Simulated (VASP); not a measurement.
# SiO2 (Cristobalite high) (P2_13) in VASP: a series of runs

SiO2 (Cristobalite high) is run at these levels: PBE; tasks: single point.

All numbers are computed with VASP 6.6.1; they aren't measurements. Logs are shortened: lines on timing, memory, paths and dates and some standing lists are left out, and cuts for length are marked.

**1. The cell of the first run**

The structure is cubic, space group P2_13 (No. 198). Conventional cell: a = 7.160 Å, b = 7.160 Å, c = 7.160 Å, α = 90.00°, β = 90.00°, γ = 90.00°. Si (site symmetry 3) has 4 O at 1.61 to 1.62 Å within 2.1 Å. Si (site symmetry 3) has 4 O at 1.61 to 1.62 Å within 2.1 Å. Within 2.1 Å of O (site symmetry 3) lie 2 Si at 1.61 Å. Within 2.2 Å of O (site symmetry 1) lie 2 Si at 1.62 Å.

**2. Single point, PBE**

INCAR reads:

```
PREC = Accurate
ENCUT = 520
EDIFF = 1E-6
ISMEAR = -1
SIGMA = 0.02
LREAL = Auto
LASPH = True
NELM = 80
ALGO = Normal
ISIF = 2
LWAVE = False
LCHARG = False
GGA = PE
NBANDS = 82
```

KPOINTS reads:

```
regular mesh
0
Gamma
  4 4 4
```

POSCAR reads:

```
SiO2
1.0
    7.1600000000      0.0000000000      0.0000000000
    0.0000000000      7.1600000000      0.0000000000
    0.0000000000      0.0000000000      7.1600000000
Si O
8 16
Direct
    0.2807082821      0.2807082821      0.2807082821
    0.2192917179      0.7192917179      0.7807082821
    0.7807082821      0.2192917179      0.7192917179
    0.7192917179      0.7807082821      0.2192917179
    1.0205837188      1.0205837188      1.0205837188
    0.4794162812     -0.0205837188      0.5205837188
    0.5205837188      0.4794162812     -0.0205837188
   -0.0205837188      0.5205837188      0.4794162812
    0.1505389581      0.1505389581      0.1505389581
    0.3494610419      0.8494610419      0.6505389581
    0.6505389581      0.3494610419      0.8494610419
    0.8494610419      0.6505389581      0.3494610419
    0.6398190185      0.6615813720      0.0434329365
    0.8601809815      0.3384186280      0.5434329365
    0.1398190185      0.8384186280      0.9565670635
    0.3601809815      0.1615813720      0.4565670635
    0.0434329365      0.6398190185      0.6615813720
    0.5434329365      0.8601809815      0.3384186280
    0.9565670635      0.1398190185      0.8384186280
    0.4565670635      0.3601809815      0.1615813720
    0.6615813720      0.0434329365      0.6398190185
    0.3384186280      0.5434329365      0.8601809815
    0.8384186280      0.9565670635      0.1398190185
    0.1615813720      0.4565670635      0.3601809815
```

Potentials or basis: VASP PAW PBE potentials, release 64 (Si, O).

Launch:

```bash
> cat potpaw_PBE.64/Si/POTCAR potpaw_PBE.64/O/POTCAR > POTCAR
> mpirun -np 1 vasp_std > vasp.out
```

OUTCAR:

```text
PREC = Accurate
   ENCUT = 520
   EDIFF = 1E-6
   ISMEAR = -1
   LREAL = Auto
   LASPH = True
   NELM = 80
   ISIF = 2
   GGA = PE

 ion  position               nearest neighbor table
   1  0.281  0.281  0.281-   9 1.61  16 1.62  20 1.62  24 1.62   7 3.10   8 3.10   6 3.10
   2  0.219  0.719  0.781-  10 1.61  15 1.62  17 1.62  22 1.62   7 3.10   8 3.10   5 3.10
   3  0.781  0.219  0.719-  11 1.61  14 1.62  19 1.62  21 1.62   6 3.10   8 3.10   5 3.10
   4  0.719  0.781  0.219-  12 1.61  13 1.62  18 1.62  23 1.62   6 3.10   7 3.10   5 3.10
   5  0.021  0.021  0.021-   9 1.61  15 1.62  19 1.62  23 1.62   3 3.10   4 3.10   2 3.10
   6  0.479  0.979  0.521-  10 1.61  16 1.62  18 1.62  21 1.62   3 3.10   4 3.10   1 3.10
   7  0.521  0.479  0.979-  11 1.61  13 1.62  20 1.62  22 1.62   2 3.10   4 3.10   1 3.10
   8  0.979  0.521  0.479-  12 1.61  14 1.62  17 1.62  24 1.62   2 3.10   3 3.10   1 3.10
   9  0.151  0.151  0.151-   5 1.61   1 1.61
  10  0.349  0.849  0.651-   6 1.61   2 1.61
  11  0.651  0.349  0.849-   7 1.61   3 1.61
  12  0.849  0.651  0.349-   8 1.61   4 1.61
  13  0.640  0.662  0.043-   4 1.62   7 1.62
  14  0.860  0.338  0.543-   3 1.62   8 1.62
[... 8 lines left out ...]
  23  0.838  0.957  0.140-   4 1.62   5 1.62
  24  0.162  0.457  0.360-   1 1.62   8 1.62

  LATTYP: Found a simple cubic cell.
 ALAT       =     7.1600000000

  Lattice vectors:

 A1 = (   7.1600000000,   0.0000000000,   0.0000000000)
 A2 = (   0.0000000000,   7.1600000000,   0.0000000000)
 A3 = (   0.0000000000,   0.0000000000,   7.1600000000)

Analysis of symmetry for initial positions (statically):
=====================================================================
 Subroutine PRICEL returns:
 Original cell was already a primitive cell.

 Routine SETGRP: Setting up the symmetry group for a
 simple cubic supercell.

 Subroutine GETGRP returns: Found 12 space group operations
 (whereof  3 operations were pure point group operations)
 out of a pool of 48 trial point group operations.

The static configuration has the point symmetry C_3 .
 The point group associated with its full space group is T   .

Analysis of symmetry for dynamics (positions and initial velocities):
=====================================================================
 Subroutine PRICEL returns:
 Original cell was already a primitive cell.

 Routine SETGRP: Setting up the symmetry group for a
 simple cubic supercell.

 Subroutine GETGRP returns: Found 12 space group operations
 (whereof  3 operations were pure point group operations)
 out of a pool of 48 trial point group operations.

The dynamic configuration has the point symmetry C_3 .
 The point group associated with its full space group is T   .

 Subroutine INISYM returns: Found 12 space group operations
 (whereof  3 operations are pure point group operations),
 and found     1 'primitive' translations

----------------------------------------------------------------------------------------

                                     Primitive cell

  volume of cell :     367.0617

  direct lattice vectors                    reciprocal lattice vectors
     7.160000000  0.000000000  0.000000000     0.139664804  0.000000000  0.000000000
     0.000000000  7.160000000  0.000000000     0.000000000  0.139664804  0.000000000
     0.000000000  0.000000000  7.160000000     0.000000000  0.000000000  0.139664804

  length of vectors
     7.160000000  7.160000000  7.160000000     0.139664804  0.139664804  0.139664804

  position of ions in fractional coordinates (direct lattice)
     0.280708282  0.280708282  0.280708282
     0.219291718  0.719291718  0.780708282
     0.780708282  0.219291718  0.719291718
     0.719291718  0.780708282  0.219291718
     0.020583719  0.020583719  0.020583719
     0.479416281  0.979416281  0.520583719
[... 16 lines left out ...]
     0.838418628  0.956567064  0.139819018
     0.161581372  0.456567064  0.360180982

  ion indices of the primitive-cell ions
   primitive index   ion index
                 1           1
                 2           2
                 3           3
                 4           4
                 5           5
                 6           6
[... 16 lines left out ...]
                23          23
                24          24

----------------------------------------------------------------------------------------

 KPOINTS: regular mesh

Automatic generation of k-mesh.
 Grid dimensions read from file:
 generate k-points for:    4    4    4

 Generating k-lattice:

  Cartesian coordinates                     Fractional coordinates (reciprocal lattice)
     0.034916201  0.000000000  0.000000000     0.250000000  0.000000000  0.000000000
     0.000000000  0.034916201  0.000000000     0.000000000  0.250000000  0.000000000
     0.000000000  0.000000000  0.034916201     0.000000000  0.000000000  0.250000000

  Length of vectors
     0.034916201  0.034916201  0.034916201

  Shift w.r.t. Gamma in fractional coordinates (k-lattice)
     0.000000000  0.000000000  0.000000000

 Subroutine IBZKPT returns following result:
 ===========================================

 Found     11 irreducible k-points:

 Following reciprocal coordinates:
            Coordinates               Weight
  0.000000  0.000000  0.000000      1.000000
  0.250000  0.000000  0.000000      6.000000
  0.500000  0.000000  0.000000      3.000000
  0.250000  0.250000  0.000000     12.000000
  0.500000  0.250000  0.000000      6.000000
 -0.250000  0.500000  0.000000      6.000000
  0.500000  0.500000  0.000000      3.000000
  0.250000  0.250000  0.250000      8.000000
  0.500000  0.250000  0.250000     12.000000
  0.500000  0.500000  0.250000      6.000000
  0.500000  0.500000  0.500000      1.000000
   k-points           NKPTS =     11   k-points in BZ     NKDIM =     11   number of bands    NBANDS=     82
   number of dos      NEDOS =    301   number of ions     NIONS =     24
   total plane-waves  NPLWV = 157464
   dimension x,y,z NGX =    54 NGY =   54 NGZ =   54
   dimension x,y,z NGXF=   108 NGYF=  108 NGZF=  108
   ions per type =               8  16
   NGX,Y,Z   is equivalent  to a cutoff of  12.54, 12.54, 12.54 a.u.
   NGXF,Y,Z  is equivalent  to a cutoff of  25.08, 25.08, 25.08 a.u.
 SYSTEM =  unknown system
   PREC   = accura    normal or accurate (medium, high low for compatibility)
   ISTART =      0    job   : 0-new  1-cont  2-samecut
   ICHARG =      2    charge: 1-file 2-atom 10-const
   ISPIN  =      1    spin polarized calculation?
   LNONCOLLINEAR =      F non collinear calculations
   LSORBIT =      F    spin-orbit coupling
   LASPH  =      T    aspherical Exc in radial PAW
   ENCUT  =  520.0 eV  38.22 Ry    6.18 a.u.  13.31 13.31 13.31*2*pi/ulx,y,z
   NELM   =     80;   NELMIN=  2; NELMDL= -5     # of ELM steps
   EDIFF  = 0.1E-05   stopping-criterion for ELM
   LREAL  =      T    real-space projection
   EDIFFG = 0.1E-04   stopping-criterion for IOM
   NSW    =      0    number of steps for IOM
   IBRION =     -1    ionic relax: 0-MD 1-quasi-New 2-CG
   NFREE  =      0    steps in history (QN), initial steepest desc. (CG)
   ISIF   =      2    stress and relaxation
   ISYM   =      2    0-nonsym 1-usesym 2-fastsym
   POTIM  = 0.5000    time-step for ionic-motion
   TEBEG  =    0.0;   TEEND  =   0.0 temperature during run
   PSTRESS=    0.0 pullay stress
   NELECT =     128.0000    total number of electrons
   NUPDOWN=      -1.0000    fix difference up-down
   EMIN   =  10.00;   EMAX   =-10.00  energy-range for DOS
   EFERMI =   0.00;   METHOD = LEGACY
   ISMEAR =    -1;   SIGMA  =   0.02  broadening in eV -4-tet -1-fermi 0-gaus
   EFERMI_NEDOS =   21; number of points for ismear=-14 and -15
   IALGO  =     38    algorithm
   IMIX   =      4    mixing-type and parameters
     AMIX     =   0.40;   BMIX     =  1.00
     AMIX_MAG =   1.60;   BMIX_MAG =  1.00
  volume/ion in A,a.u.               =      15.29       103.21
  Fermi-wavevector in a.u.,A,eV,Ry     =   1.152299  2.177529 18.065716  1.327793
  Thomas-Fermi vector in A             =   2.288951
   LORBIT       =      0    0 simple, 1 ext, 2 COOP (PROOUT), +10 PAW based schemes
   GGA     = PE    functional components
   LHFCALC =     F    Hartree Fock is set to
   AEXX    =    0.0000 exact exchange contribution
   IVDW    =     0    specifies the selected vdW correction
   LEPSILON=     F    determine dielectric tensor
   LRPA    =     F    only Hartree local field effects (RPA)
 non-spin polarized calculation
  energy-cutoff  :      520.00
  volume of cell :      367.06
 maximum number of plane-waves:      9952
 NGX is ok and might be reduce to    54
   NGX = 27   NGY = 27   NGZ = 27

 number of electron     128.0000007 magnetization

 Free energy of the ion-electron system (eV)
  ---------------------------------------------------
  ext. energy  EPLUGINS =         0.00000000
  ---------------------------------------------------
  free energy    TOTEN  =      -189.83070957 eV

  energy without entropy =     -189.83070957  energy(sigma->0) =     -189.83070957

 E-fermi :   0.0655     XC(G=0):  -8.0824

 val. band max:       -0.4340090825   @ k =   0.5000   0.5000   0.5000
 cond. band min:       5.2453418951   @ k =   0.0000   0.0000   0.0000
 fundamental gap:      5.6793509776
 Fermi energy:         0.0655344574

 k-point     1 :       0.0000    0.0000    0.0000
  band No.  band energies     occupation
      1     -19.6365      2.00000
      2     -18.7613      2.00000
      3     -18.7613      2.00000
      4     -18.7613      2.00000
      5     -18.7474      2.00000
      6     -18.7474      2.00000
[... 68 lines left out ...]
     75       9.0723      0.00000
     76       9.8116      0.00000

 k-point     2 :       0.2500    0.0000    0.0000
  band No.  band energies     occupation
      1     -19.5751      2.00000
      2     -19.1132      2.00000
      3     -18.7594      2.00000
      4     -18.7549      2.00000
      5     -18.7530      2.00000
      6     -18.7487      2.00000
[... 703 lines left out ...]
 k-point    11 :       0.5000    0.5000    0.5000
  band No.  band energies     occupation
      1     -19.2094      2.00000
      2     -19.2094      2.00000
      3     -19.2094      2.00000
      4     -19.2094      2.00000
      5     -18.2579      2.00000
      6     -18.2579      2.00000
[... 68 lines left out ...]
     75       8.8374      0.00000
     76       8.8374      0.00000
 [bands above 76 left out]

------------------------ aborting loop because EDIFF is reached ----------------------------------------

  FORCE on cell =-STRESS in cart. coord.  units (eV):
  Direction    XX          YY          ZZ          XY          YZ          ZX
  --------------------------------------------------------------------------------------
  -------------------------------------------------------------------------------------
  Total        1.9984087      1.9984087      1.9984087     -0.0000000      0.0000000      0.0000000
  in kB        8.7227984      8.7227984      8.7227984     -0.0000000      0.0000000      0.0000000
  external PRESSURE =       8.7227984 kB  Pullay stress =       0.0000000 kB

 VOLUME and BASIS-vectors are now :
 -----------------------------------------------------------------------------
  energy-cutoff  :      520.00
  volume of cell :      367.06
      direct lattice vectors                 reciprocal lattice vectors
     7.160000000  0.000000000  0.000000000     0.139664804  0.000000000  0.000000000
     0.000000000  7.160000000  0.000000000     0.000000000  0.139664804  0.000000000
     0.000000000  0.000000000  7.160000000     0.000000000  0.000000000  0.139664804

 POSITION                                       TOTAL-FORCE (eV/Angst)
 -----------------------------------------------------------------------------------
      2.00987      2.00987      2.00987         0.010657      0.010657      0.010657
      1.57013      5.15013      5.58987        -0.010657     -0.010657      0.010657
      5.58987      1.57013      5.15013         0.010657     -0.010657     -0.010657
      5.15013      5.58987      1.57013        -0.010657      0.010657     -0.010657
      0.14738      0.14738      0.14738         0.005478      0.005478      0.005478
      3.43262      7.01262      3.72738        -0.005478     -0.005478      0.005478
[... 16 lines left out ...]
      6.00308      6.84902      1.00110        -0.013908      0.014761      0.001297
      1.15692      3.26902      2.57890         0.013908      0.014761     -0.001297
 -----------------------------------------------------------------------------------
    total drift:                                0.000000      0.000001     -0.000000

  FREE ENERGIE OF THE ION-ELECTRON SYSTEM (eV)
  ---------------------------------------------------
  free  energy   TOTEN  =      -189.8307095741 eV

  energy  without entropy=     -189.8307095741  energy(sigma->0) =     -189.83070957
```

It took 4.8 min on 1 thread of Intel Xeon 6975P-C (Granite Rapids), shared host; peak memory 0.5 GiB.

Results:

| Property | Result |
| --- | --- |
| Free energy | -189.8307 eV |
| Pressure | 0.9 GPa |
| Largest force | 0.020 eV/Å |
| Band gap on the k mesh | 5.68 eV, indirect (the least direct gap lies 3.5 meV higher) |

Forces on the atoms (eV/Å):
```
Si   0.011  0.011  0.011
Si  -0.011 -0.011  0.011
Si   0.011 -0.011 -0.011
Si  -0.011  0.011 -0.011
Si   0.005  0.005  0.005
Si  -0.005 -0.005  0.005
Si   0.005 -0.005 -0.005
Si  -0.005  0.005 -0.005
O    0.003  0.003  0.003
O   -0.003 -0.003  0.003
O    0.003 -0.003 -0.003
O   -0.003  0.003 -0.003
O    0.001  0.014 -0.015
O   -0.001 -0.014 -0.015
O    0.001 -0.014  0.015
O   -0.001  0.014  0.015
O   -0.015  0.001  0.014
O   -0.015 -0.001 -0.014
O    0.015  0.001 -0.014
O    0.015 -0.001  0.014
O    0.014 -0.015  0.001
O   -0.014 -0.015 -0.001
O   -0.014  0.015  0.001
O    0.014  0.015 -0.001
```

Levels at points of the mesh, in eV from the valence-band top:
```csv
k point,band 61,band 62,band 63,band 64,band 65,band 66,band 67,band 68
"(0.00, 0.00, 0.00)",-0.38,0.00,0.00,0.00,5.68,8.73,8.73,8.73
"(0.50, 0.00, 0.00)",-0.24,-0.24,-0.23,-0.23,6.84,6.84,8.91,8.91
"(0.50, 0.50, 0.00)",-0.22,-0.22,-0.12,-0.12,7.67,7.67,7.67,7.67
"(0.50, 0.50, 0.50)",0.00,0.00,0.00,0.00,7.89,7.89,7.89,7.89
```

A k mesh can miss the band edges.

[end of part 1 of 2]
